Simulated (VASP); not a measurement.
# Mg (Fm-3m) in VASP: further runs, part 3 of 3

VASP 6.6.1.

### 5 Single point, PBE (volume scaled by 1.12)

Contents of INCAR:

```
SYSTEM = Mg
PREC     = Accurate       ! precision mode
ENCUT    = 520            ! plane-wave cutoff, eV
EDIFF    = 1E-6           ! SCF threshold, eV
ISMEAR   = -1             ! smearing method
SIGMA    = 0.1            ! smearing width, eV
LREAL    = .FALSE.        ! projectors in reciprocal space
LASPH    = .TRUE.         ! aspherical terms in the spheres
NELM     = 60             ! most SCF steps
ALGO     = Normal         ! electronic algorithm
ISIF     = 2              ! what is computed and relaxed
LWAVE    = .FALSE.        ! write WAVECAR
LCHARG   = .TRUE.         ! write CHGCAR
GGA      = PE             ! functional
LELF     = .TRUE.         ! ELF
LVHAR    = .TRUE.       
NBANDS   = 7              ! bands
```

Contents of KPOINTS:

```
regular mesh
0
G
  14 14 14
  0 0 0
```

Contents of POSCAR:

```
Mg
1.0
    0.0000000000      2.3494088073      2.3494088073
    2.3494088073      0.0000000000      2.3494088073
    2.3494088073      2.3494088073      0.0000000000
Mg
1
Direct
    0.0000000000      0.0000000000      0.0000000000
```

Potentials or basis: VASP PAW PBE potentials, release 64 (Mg).

Run with:

```
cat potpaw_PBE.64/Mg/POTCAR > POTCAR
mpirun -np 1 vasp_std > vasp.out
```

OUTCAR:

```text
SYSTEM = Mg
   PREC = Accurate
   ENCUT = 520
   EDIFF = 1E-6
   ISMEAR = -1
   LREAL = .FALSE.
   LASPH = .TRUE.
   NELM = 60
   ISIF = 2
   GGA = PE

 ion  position               nearest neighbor table
   1  0.000  0.000  0.000-

  LATTYP: Found a face centered cubic cell.
 ALAT       =     4.6988176146

  Lattice vectors:

 A1 = (   0.0000000000,   2.3494088073,   2.3494088073)
 A2 = (   2.3494088073,   0.0000000000,   2.3494088073)
 A3 = (   2.3494088073,   2.3494088073,   0.0000000000)

Analysis of symmetry for initial positions (statically):
=====================================================================
 Subroutine PRICEL returns:
 Original cell was already a primitive cell.

 Routine SETGRP: Setting up the symmetry group for a
 face centered cubic supercell.

 Subroutine GETGRP returns: Found 48 space group operations
 (whereof 48 operations were pure point group operations)
 out of a pool of 48 trial point group operations.

The static configuration has the point symmetry O_h .

Analysis of symmetry for dynamics (positions and initial velocities):
=====================================================================
 Subroutine PRICEL returns:
 Original cell was already a primitive cell.

 Routine SETGRP: Setting up the symmetry group for a
 face centered cubic supercell.

 Subroutine GETGRP returns: Found 48 space group operations
 (whereof 48 operations were pure point group operations)
 out of a pool of 48 trial point group operations.

The dynamic configuration has the point symmetry O_h .

 Subroutine INISYM returns: Found 48 space group operations
 (whereof 48 operations are pure point group operations),
 and found     1 'primitive' translations

----------------------------------------------------------------------------------------

                                     Primitive cell

  volume of cell :      25.9362

  direct lattice vectors                    reciprocal lattice vectors
     0.000000000  2.349408807  2.349408807    -0.212819497  0.212819497  0.212819497
     2.349408807  0.000000000  2.349408807     0.212819497 -0.212819497  0.212819497
     2.349408807  2.349408807  0.000000000     0.212819497  0.212819497 -0.212819497

  length of vectors
     3.322565799  3.322565799  3.322565799     0.368614181  0.368614181  0.368614181

  position of ions in fractional coordinates (direct lattice)
     0.000000000  0.000000000  0.000000000

  ion indices of the primitive-cell ions
   primitive index   ion index
                 1           1

----------------------------------------------------------------------------------------

 KPOINTS: regular mesh

Automatic generation of k-mesh.
 Grid dimensions read from file:
 generate k-points for:   14   14   14

 Generating k-lattice:

  Cartesian coordinates                     Fractional coordinates (reciprocal lattice)
    -0.015201393  0.015201393  0.015201393     0.071428571  0.000000000  0.000000000
     0.015201393 -0.015201393  0.015201393     0.000000000  0.071428571  0.000000000
     0.015201393  0.015201393 -0.015201393     0.000000000  0.000000000  0.071428571

  Length of vectors
     0.026329584  0.026329584  0.026329584

  Shift w.r.t. Gamma in fractional coordinates (k-lattice)
     0.000000000  0.000000000  0.000000000

 Subroutine IBZKPT returns following result:
 ===========================================

 Found    104 irreducible k-points:

 Following reciprocal coordinates:
            Coordinates               Weight
  0.000000  0.000000  0.000000      1.000000
  0.071429  0.000000  0.000000      8.000000
  0.142857  0.000000  0.000000      8.000000
  0.214286  0.000000  0.000000      8.000000
  0.285714  0.000000  0.000000      8.000000
  0.357143  0.000000  0.000000      8.000000
[... 16 lines left out ...]
  0.214286  0.142857  0.000000     24.000000
  0.285714  0.142857  0.000000     24.000000
 [... further k-points ...]
   k-points           NKPTS =    104   k-points in BZ     NKDIM =    104   number of bands    NBANDS=      7
   number of dos      NEDOS =    301   number of ions     NIONS =      1
   total plane-waves  NPLWV =  21952
   dimension x,y,z NGX =    28 NGY =   28 NGZ =   28
   dimension x,y,z NGXF=    56 NGYF=   56 NGZF=   56
   ions per type =               1
   NGX,Y,Z   is equivalent  to a cutoff of  14.01, 14.01, 14.01 a.u.
   NGXF,Y,Z  is equivalent  to a cutoff of  28.02, 28.02, 28.02 a.u.
 SYSTEM =  Mg
   PREC   = accura    normal or accurate (medium, high low for compatibility)
   ISTART =      0    job   : 0-new  1-cont  2-samecut
   ICHARG =      2    charge: 1-file 2-atom 10-const
   ISPIN  =      1    spin polarized calculation?
   LNONCOLLINEAR =      F non collinear calculations
   LSORBIT =      F    spin-orbit coupling
   LASPH  =      T    aspherical Exc in radial PAW
   ENCUT  =  520.0 eV  38.22 Ry    6.18 a.u.   6.18  6.18  6.18*2*pi/ulx,y,z
   NELM   =     60;   NELMIN=  2; NELMDL= -5     # of ELM steps
   EDIFF  = 0.1E-05   stopping-criterion for ELM
   LREAL  =      F    real-space projection
   EDIFFG = 0.1E-04   stopping-criterion for IOM
   NSW    =      0    number of steps for IOM
   IBRION =     -1    ionic relax: 0-MD 1-quasi-New 2-CG
   NFREE  =      0    steps in history (QN), initial steepest desc. (CG)
   ISIF   =      2    stress and relaxation
   ISYM   =      2    0-nonsym 1-usesym 2-fastsym
   POTIM  = 0.5000    time-step for ionic-motion
   TEBEG  =    0.0;   TEEND  =   0.0 temperature during run
   PSTRESS=    0.0 pullay stress
   NELECT =       2.0000    total number of electrons
   NUPDOWN=      -1.0000    fix difference up-down
   EMIN   =  10.00;   EMAX   =-10.00  energy-range for DOS
   EFERMI =   0.00;   METHOD = LEGACY
   ISMEAR =    -1;   SIGMA  =   0.10  broadening in eV -4-tet -1-fermi 0-gaus
   EFERMI_NEDOS =   21; number of points for ismear=-14 and -15
   IALGO  =     38    algorithm
   IMIX   =      4    mixing-type and parameters
     AMIX     =   0.40;   BMIX     =  1.00
     AMIX_MAG =   1.60;   BMIX_MAG =  1.00
  volume/ion in A,a.u.               =      25.94       175.03
  Fermi-wavevector in a.u.,A,eV,Ry     =   0.696813  1.316786  6.606286  0.485548
  Thomas-Fermi vector in A             =   1.779967
   LORBIT       =      0    0 simple, 1 ext, 2 COOP (PROOUT), +10 PAW based schemes
   GGA     = PE    functional components
   LHFCALC =     F    Hartree Fock is set to
   AEXX    =    0.0000 exact exchange contribution
   IVDW    =     0    specifies the selected vdW correction
   LEPSILON=     F    determine dielectric tensor
   LRPA    =     F    only Hartree local field effects (RPA)
 non-spin polarized calculation
  energy-cutoff  :      520.00
  volume of cell :       25.94
 maximum number of plane-waves:       725
 NGX is ok and might be reduce to    28
   NGX = 13   NGY = 13   NGZ = 13

 number of electron       2.0000000 magnetization

 Free energy of the ion-electron system (eV)
  ---------------------------------------------------
  ext. energy  EPLUGINS =         0.00000000
  ---------------------------------------------------
  free energy    TOTEN  =        -1.47173859 eV

  energy without entropy =       -1.45828959  energy(sigma->0) =       -1.46501409

 E-fermi :   2.0060     XC(G=0):  -8.1219

 val. band max:        1.9737552845   @ k =  -0.4286   0.5000   0.0714
 cond. band min:       2.1008327761   @ k =  -0.4286   0.4286   0.0000
 fundamental gap:      0.1270774916
 Fermi energy:         2.0060133748

 k-point     1 :       0.0000    0.0000    0.0000
  band No.  band energies     occupation
      1      -4.3950      2.00000
      2      13.6426      0.00000
      3      13.6426      0.00000
      4      13.6426      0.00000
      5      14.9603      0.00000
      6      14.9603      0.00000
      7      14.9603      0.00000
[... 221 lines left out ...]
 k-point    24 :       0.2857    0.1429    0.0000
  band No.  band energies     occupation
      1      -2.8718      2.00000
      2       7.2539      0.00000
      3      10.5079      0.00000
      4      11.3712      0.00000
      5      11.9929      0.00000
      6      14.8687      0.00000
      7      18.0339      0.00000

 [... further k-points ...]

------------------------ aborting loop because EDIFF is reached ----------------------------------------

  FORCE on cell =-STRESS in cart. coord.  units (eV):
  Direction    XX          YY          ZZ          XY          YZ          ZX
  --------------------------------------------------------------------------------------
  -------------------------------------------------------------------------------------
  Total       -0.5287692     -0.5287692     -0.5287692     -0.0000000     -0.0000000     -0.0000000
  in kB      -32.6641184    -32.6641184    -32.6641184     -0.0000000     -0.0000000     -0.0000000
  external PRESSURE =     -32.6641184 kB  Pullay stress =       0.0000000 kB

 VOLUME and BASIS-vectors are now :
 -----------------------------------------------------------------------------
  energy-cutoff  :      520.00
  volume of cell :       25.94
      direct lattice vectors                 reciprocal lattice vectors
     0.000000000  2.349408807  2.349408807    -0.212819497  0.212819497  0.212819497
     2.349408807  0.000000000  2.349408807     0.212819497 -0.212819497  0.212819497
     2.349408807  2.349408807  0.000000000     0.212819497  0.212819497 -0.212819497

 POSITION                                       TOTAL-FORCE (eV/Angst)
 -----------------------------------------------------------------------------------
      0.00000      0.00000      0.00000        -0.000000      0.000000     -0.000000
 -----------------------------------------------------------------------------------
    total drift:                                0.000000     -0.000000     -0.000000

  FREE ENERGIE OF THE ION-ELECTRON SYSTEM (eV)
  ---------------------------------------------------
  free  energy   TOTEN  =        -1.4717385928 eV

  energy  without entropy=       -1.4582895921  energy(sigma->0) =       -1.46501409
```

Run time: 10 s. Hardware: 1 thread of Intel Xeon Platinum 8488C (Sapphire Rapids), shared host; peak memory 0.16 GiB.

Results:

| Quantity | Value |
| --- | --- |
| Free energy | -1.4717 eV |
| Pressure | -3.3 GPa |
| Band gap on the k mesh | zero (band 1 reaches 2.99 eV, above the bottom of band 2 at 0.72 eV) |

Levels at points of the mesh, in eV from the Fermi level:
| k point | band 1 | band 2 | band 3 | band 4 | band 5 | band 6 |
| --- | --- | --- | --- | --- | --- | --- |
| (0.00, 0.00, 0.00) | -6.40 | 11.64 | 11.64 | 11.64 | 12.95 | 12.95 |
| (0.50, 0.00, 0.00) | -1.49 | -1.28 | 10.64 | 10.64 | 10.94 | 10.94 |
| (0.50, 0.50, 0.00) | -0.16 | 0.72 | 5.88 | 6.35 | 6.35 | 8.73 |

Caveat: the cell differs from its parent crystal (volume scaled by 1.12).

### 6 Relaxation of cell and atoms, PBE

This run uses another cell than the first one, of 23.24 Å³/atom, 1.003 times its volume.

Contents of INCAR:

```
SYSTEM = Mg
PREC = Accurate ; ENCUT = 600
EDIFF = 1E-6 ; ISMEAR = -1
SIGMA = 0.1 ; LREAL = .FALSE.
LASPH = .TRUE. ; NELM = 60
ALGO = Normal ; ISIF = 3
LWAVE = .FALSE. ; LCHARG = .FALSE.
GGA = PE ; IBRION = 2
NSW = 80 ; EDIFFG = -0.01
```

Contents of KPOINTS:

```
regular mesh
0
G
  12 12 12
  0 0 0
```

Contents of POSCAR:

```
Mg
1.0
    0.0000000000      2.2649029606      2.2649029606
    2.2649029606      0.0000000000      2.2649029606
    2.2649029606      2.2649029606      0.0000000000
Mg
1
Direct
    0.0000000000      0.0000000000      0.0000000000
```

Potentials or basis: VASP PAW PBE potentials, release 64 (Mg).

Run with:

```
cat potpaw_PBE.64/Mg/POTCAR > POTCAR
mpirun -np 1 vasp_std > vasp.out
```

Run time: 8.2 s. Hardware: 1 thread of Intel Xeon Platinum 8488C (Sapphire Rapids), shared host; peak memory 0.16 GiB.

Results (log left out):

```
Free energy                            : -1.4981 eV
Relaxed volume                         : 23.04 Å³/atom
Relaxed cell                           : a = 3.194 Å, b = 3.194 Å, c = 3.194 Å, α = 60.00°, β = 60.00°, γ = 60.00°
Space group after relaxing (to 0.05 Å) : Fm-3m (No. 225)
Energy gained by relaxing              : 0.2 meV/atom
Ionic steps                            : 3
Pressure after relaxing                : 0.0 GPa
Band gap on the k mesh                 : zero (band 1 reaches 4.05 eV, above the bottom of band 2 at 1.32 eV)
```

The path:
```csv
step,energy change (eV),largest force (eV/Å),pressure (GPa),volume (Å³)
1,0.0000,0.0000,-0.29,23.24
2,-0.0002,0.0000,-0.08,23.10
3,-0.0002,0.0000,0.01,23.04
```

Final structure:
```cif
data_structure
_symmetry_space_group_name_H-M 'P 1'
_symmetry_Int_Tables_number 1
_cell_length_a 3.1939
_cell_length_b 3.1939
_cell_length_c 3.1939
_cell_angle_alpha 60.000
_cell_angle_beta 60.000
_cell_angle_gamma 60.000
_cell_volume 23.04
loop_
_atom_site_label
_atom_site_type_symbol
_atom_site_fract_x
_atom_site_fract_y
_atom_site_fract_z
_atom_site_occupancy
Mg1 Mg 0.00000 0.00000 0.00000 1
```

Levels at points of the mesh, in eV from the Fermi level:
```
           k point  band 1  band 2  band 3  band 4  band 5
(0.00, 0.00, 0.00)   -6.86   12.38   12.38   12.38   14.29
(0.50, 0.00, 0.00)   -1.65   -1.24   11.29   11.29   12.09
(0.50, 0.50, 0.00)   -0.17    0.84    6.13    6.97    6.97
```

### 7 The runs side by side

```csv
task,cell,k mesh,cutoff (eV),gap on the mesh (eV),pressure (GPa)
single point,"a = 3.199 Å, angles 60.0°, 1 atom",14 × 14 × 14,520,none,-0.1
single point,"a = 3.241 Å, angles 60.0°, 1 atom",14 × 14 × 14,520,none,-1.4
single point,"a = 3.283 Å, angles 60.0°, 1 atom",14 × 14 × 14,520,none,-2.4
single point,"a = 3.323 Å, angles 60.0°, 1 atom",14 × 14 × 14,520,none,-3.3
relaxation of cell and atoms,"relaxed from a = 3.203 Å, angles 60.0°, 1 atom",12 × 12 × 12,600,none,0.0
```

Alike in all rows: level PBE; potentials or basis VASP PAW PBE potentials, release 64 (Mg); no spin polarisation; smearing fermi-dirac 0.1 eV.

Absolute energies hang on the potentials; compare differences alone.
